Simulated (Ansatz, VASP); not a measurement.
Si5Sn in VASP and in Ansatz

The input INCAR:

```
SYSTEM = Si5Sn
PREC = Accurate
ENCUT = 600
EDIFF = 1E-7
ISMEAR = 0
SIGMA = 0.1
LREAL = .False.
LASPH = .True.
NELM = 100
ALGO = Normal
ISIF = 3
LWAVE = .False.
LCHARG = .False.
GGA = PE
IBRION = 2
NSW = 100
EDIFFG = -0.01
```

The input KPOINTS:

```
Automatic mesh
0
Gamma
  12 12 6
  0 0 0
```

The input POSCAR:

```
Si5Sn
1.0
    4.7462097450      0.0000000000      0.0000000000
   -2.3731048725      4.1103382109      0.0000000000
    0.0000000000      0.0000000000      8.1622036524
Si Sn
5 1
Direct
    0.5000000000      0.0000000000      0.5000000000
    0.0000000000      0.5000000000      0.5000000000
    0.5000000000      0.5000000000      0.5000000000
    0.0000000000      0.0000000000      0.6631342686
    0.0000000000      0.0000000000      0.3368657314
    0.0000000000      0.0000000000      0.0000000000
```

Input for Ansatz:

```yaml
crystal:
  lattice:
    - [4.746209745, 0.0, 0.0]
    - [-2.3731048725, 4.1103382109, 0.0]
    - [0.0, 0.0, 8.1622036524]
  atoms:
    - { symbol: Si, position: [0.5, 0.0, 0.5] }
    - { symbol: Si, position: [0.0, 0.5, 0.5] }
    - { symbol: Si, position: [0.5, 0.5, 0.5] }
    - { symbol: Si, position: [0.0, 0.0, 0.6631342686] }
    - { symbol: Si, position: [0.0, 0.0, 0.3368657314] }
    - { symbol: Sn, position: [0.0, 0.0, 0.0] }
basis:
  ecutwfc: 420
kpoints:
  mp_grid: { grid: [12, 12, 6] }
hamiltonian:
  xc: pbe
scf:
  occupations: { method: gaussian, width: 0.1 }
output:
  forces: true
  stress: true
  eigenvalues: true
relax:
  adjacent_minimum: "off"
  f_tol: 0.01
  max_steps: 80
  cell: { stress_tol: 0.05 }
```

Alike in both runs: task relaxation of cell and atoms; functional PBE; k mesh 12 × 12 × 6; occupations gaussian, width 0.1 eV; no spin polarisation.

|  | VASP | Ansatz |
| --- | --- | --- |
| version | VASP 6.6.1 | Ansatz 0.2.0 |
| potentials or method | VASP PAW PBE potentials, release 64 (Si, Sn_d), cutoff 600 eV | scalar-relativistic, plane waves, PAW |
| valence electrons in the cell | 34 | 34 |

|  | VASP | Ansatz | Ansatz less VASP |
| --- | --- | --- | --- |
| gap on the k mesh at the Fermi level, each at its own relaxed structure (eV) | none | none | - |
| relaxed volume (Å³/atom) | 26.63 | 26.66 | +0.032 |
| relaxed cell length with the largest relative difference (Å) | 4.785 | 4.788 | +0.0032 |

A gap of «none» marks a metal or a gap that the smearing closes.
